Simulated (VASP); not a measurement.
The system is Rh.

```
CELL_PARAMETERS angstrom
2.50025 0.00000 0.00000
0.00000 2.50025 0.00000
0.00000 0.00000 2.56175
ATOMIC_POSITIONS crystal
Rh 0.00000 0.00000 0.00000
```

- Program: VASP 6.6.1
- Task: relaxation of cell and atoms
- Functional: PBE
- Potentials or basis: VASP PAW PBE potentials, release 64 (Rh_pv)
- Cutoff: 600 eV
- k mesh: 22 × 22 × 22
- Occupations: gaussian, width 0.1 eV
- Spin: no spin polarisation

At the start: pressure 3.6 GPa; volume 16.01 Å³/atom.

Task: Where does the relaxation end?

Result: Over 5 steps the energy falls by 8.8 meV/atom and the volume is 16.29 Å³/atom (+1.7 %); space group Pm-3m (No. 221, to 0.1 Å) before and after.

The path:
```csv
step,energy change (eV),largest force (eV/Å),pressure (GPa),volume (Å³)
1,0.0000,0.0000,3.57,16.01
2,0.0023,0.0000,-5.67,16.85
3,-0.0079,0.0000,-0.93,16.39
4,-0.0086,0.0000,0.57,16.25
5,-0.0088,0.0000,-0.01,16.29
```

Final structure:
```
CELL_PARAMETERS angstrom
2.53516 0.00000 0.00000
0.00000 2.53516 0.00000
0.00000 0.00000 2.53504
ATOMIC_POSITIONS crystal
Rh 0.00000 0.00000 0.00000
```
